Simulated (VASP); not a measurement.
# W in VASP: notebook

W is run at these levels: PBE; tasks: single point.

Everything below comes from runs of VASP 6.6.1. Logs are shortened: lines on timing, memory, paths and dates and some standing lists are left out, and cuts for length are marked.

## (1) The cell of the first run

It takes space group Im-3m (No. 229, cubic). Conventional cell: a = 3.195 Å, b = 3.195 Å, c = 3.195 Å, α = 90.00°, β = 90.00°, γ = 90.00°. W (site symmetry m-3m) has 14 W at 2.77 to 3.19 Å within 3.6 Å.

## (2) Single point, PBE

Input file INCAR:

```
ALGO = Normal
EDIFF = 1E-7
ENCUT = 520
GGA = PE
ISIF = 2
ISMEAR = -1
LASPH = True
LCHARG = True
LELF = True
LREAL = False
LVHAR = True
LWAVE = False
NBANDS = 13
NELM = 60
PREC = Accurate
SIGMA = 0.08
```

Input file KPOINTS:

```
k-points
0
Gamma
  14 14 14
```

Input file POSCAR:

```
W
1.0
   -1.5973000000      1.5973000000      1.5973000000
    1.5973000000     -1.5973000000      1.5973000000
    1.5973000000      1.5973000000     -1.5973000000
W
1
Direct
    0.0000000000      0.0000000000      0.0000000000
```

Potentials or basis: VASP PAW PBE potentials, release 64 (W_sv).

Started as:

```bash
cat potpaw_PBE.64/W_sv/POTCAR > POTCAR
mpirun -np 1 vasp_std > vasp.out
```

OUTCAR:

```text
EDIFF = 1E-7
   ENCUT = 520
   GGA = PE
   ISIF = 2
   ISMEAR = -1
   LASPH = True
   LREAL = False
   NELM = 60
   PREC = Accurate

 ion  position               nearest neighbor table
   1  0.000  0.000  0.000-

  LATTYP: Found a body centered cubic cell.
 ALAT       =     3.1946000000

  Lattice vectors:

 A1 = (  -1.5973000000,   1.5973000000,   1.5973000000)
 A2 = (   1.5973000000,  -1.5973000000,   1.5973000000)
 A3 = (   1.5973000000,   1.5973000000,  -1.5973000000)

Analysis of symmetry for initial positions (statically):
=====================================================================
 Subroutine PRICEL returns:
 Original cell was already a primitive cell.

 Routine SETGRP: Setting up the symmetry group for a
 body centered cubic supercell.

 Subroutine GETGRP returns: Found 48 space group operations
 (whereof 48 operations were pure point group operations)
 out of a pool of 48 trial point group operations.

The static configuration has the point symmetry O_h .

Analysis of symmetry for dynamics (positions and initial velocities):
=====================================================================
 Subroutine PRICEL returns:
 Original cell was already a primitive cell.

 Routine SETGRP: Setting up the symmetry group for a
 body centered cubic supercell.

 Subroutine GETGRP returns: Found 48 space group operations
 (whereof 48 operations were pure point group operations)
 out of a pool of 48 trial point group operations.

The dynamic configuration has the point symmetry O_h .

 Subroutine INISYM returns: Found 48 space group operations
 (whereof 48 operations are pure point group operations),
 and found     1 'primitive' translations

----------------------------------------------------------------------------------------

                                     Primitive cell

  volume of cell :      16.3012

  direct lattice vectors                    reciprocal lattice vectors
    -1.597300000  1.597300000  1.597300000     0.000000000  0.313028235  0.313028235
     1.597300000 -1.597300000  1.597300000     0.313028235  0.000000000  0.313028235
     1.597300000  1.597300000 -1.597300000     0.313028235  0.313028235  0.000000000

  length of vectors
     2.766604755  2.766604755  2.766604755     0.442688776  0.442688776  0.442688776

  position of ions in fractional coordinates (direct lattice)
     0.000000000  0.000000000  0.000000000

  ion indices of the primitive-cell ions
   primitive index   ion index
[... 80 lines left out ...]
   ISYM   =      2    0-nonsym 1-usesym 2-fastsym
   POTIM  = 0.5000    time-step for ionic-motion
   TEBEG  =    0.0;   TEEND  =   0.0 temperature during run
   PSTRESS=    0.0 pullay stress
   NELECT =      14.0000    total number of electrons
   NUPDOWN=      -1.0000    fix difference up-down
   EMIN   =  10.00;   EMAX   =-10.00  energy-range for DOS
   EFERMI =   0.00;   METHOD = LEGACY
   ISMEAR =    -1;   SIGMA  =   0.08  broadening in eV -4-tet -1-fermi 0-gaus
   EFERMI_NEDOS =   21; number of points for ismear=-14 and -15
   IALGO  =     38    algorithm
   IMIX   =      4    mixing-type and parameters
     AMIX     =   0.40;   BMIX     =  1.00
     AMIX_MAG =   1.60;   BMIX_MAG =  1.00
  volume/ion in A,a.u.               =      16.30       110.01
  Fermi-wavevector in a.u.,A,eV,Ry     =   1.556125  2.940649 32.946829  2.421524
  Thomas-Fermi vector in A             =   2.659966
   LORBIT       =      0    0 simple, 1 ext, 2 COOP (PROOUT), +10 PAW based schemes
   GGA     = PE    functional components
   LHFCALC =     F    Hartree Fock is set to
   AEXX    =    0.0000 exact exchange contribution
   IVDW    =     0    specifies the selected vdW correction
   LEPSILON=     F    determine dielectric tensor
   LRPA    =     F    only Hartree local field effects (RPA)
 non-spin polarized calculation
  energy-cutoff  :      520.00
  volume of cell :       16.30
 maximum number of plane-waves:       466
 NGX is ok and might be reduce to    24
   NGX = 11   NGY = 11   NGZ = 11

 number of electron      14.0000002 magnetization

 Free energy of the ion-electron system (eV)
  ---------------------------------------------------
  ext. energy  EPLUGINS =         0.00000000
  ---------------------------------------------------
  free energy    TOTEN  =       -12.95332231 eV

  energy without entropy =      -12.94079336  energy(sigma->0) =      -12.94705783

 E-fermi :  11.1045     XC(G=0): -13.4844

 val. band max:       11.0564703841   @ k =   0.5000   0.5000   0.2143
 cond. band min:      11.1285542739   @ k =  -0.4286   0.5000   0.2857
 fundamental gap:      0.0720838898
 Fermi energy:        11.1045329389

 k-point     1 :       0.0000    0.0000    0.0000
  band No.  band energies     occupation
      1     -63.1874      2.00000
      2     -26.7880      2.00000
      3     -26.7880      2.00000
      4     -26.7880      2.00000
      5       1.5616      2.00000
      6       9.8550      2.00000
      7       9.8550      2.00000
      8       9.8550      2.00000
      9      13.2344      0.00000
     10      13.2344      0.00000
     11      25.4966      0.00000
     12      25.4966      0.00000
     13      25.4966      0.00000
[... 354 lines left out ...]
  band No.  band energies     occupation
      1     -63.0551      2.00000
      2     -27.6893      2.00000
      3     -27.5105      2.00000
      4     -26.9352      2.00000
      5       6.7284      2.00000
      6       8.1195      2.00000
      7       8.7884      2.00000
      8      13.4417      0.00000
      9      14.0114      0.00000
     10      19.0821      0.00000
     11      20.9130      0.00000
     12      22.9360      0.00000
     13      27.8387      0.00000

 [... further k-points ...]

------------------------ aborting loop because EDIFF is reached ----------------------------------------

  FORCE on cell =-STRESS in cart. coord.  units (eV):
  Direction    XX          YY          ZZ          XY          YZ          ZX
  --------------------------------------------------------------------------------------
  -------------------------------------------------------------------------------------
  Total       -0.2380984     -0.2380984     -0.2380984     -0.0000000      0.0000000     -0.0000000
  in kB      -23.4017095    -23.4017095    -23.4017095     -0.0000000      0.0000000     -0.0000000
  external PRESSURE =     -23.4017095 kB  Pullay stress =       0.0000000 kB

 VOLUME and BASIS-vectors are now :
 -----------------------------------------------------------------------------
  energy-cutoff  :      520.00
  volume of cell :       16.30
      direct lattice vectors                 reciprocal lattice vectors
    -1.597300000  1.597300000  1.597300000     0.000000000  0.313028235  0.313028235
     1.597300000 -1.597300000  1.597300000     0.313028235  0.000000000  0.313028235
     1.597300000  1.597300000 -1.597300000     0.313028235  0.313028235  0.000000000

 POSITION                                       TOTAL-FORCE (eV/Angst)
 -----------------------------------------------------------------------------------
      0.00000      0.00000      0.00000         0.000000      0.000000      0.000000
 -----------------------------------------------------------------------------------
    total drift:                               -0.000000      0.000000      0.000000

  FREE ENERGIE OF THE ION-ELECTRON SYSTEM (eV)
  ---------------------------------------------------
  free  energy   TOTEN  =       -12.9533223082 eV

  energy  without entropy=      -12.9407933568  energy(sigma->0) =      -12.94705783
```

Run time: 14 s. Hardware: 1 thread of Intel Xeon 6975P-C, shared host; peak memory 0.15 GiB.

Results:

* Free energy: -12.9533 eV
* Pressure: -2.3 GPa
* Band gap on the k mesh: zero (band 7 reaches 16.00 eV, above the bottom of band 8 at 9.86 eV)

Caveat: spin-orbit coupling is left out, which moves the levels of the heavy elements.

(Continued in part 2 of 2.)
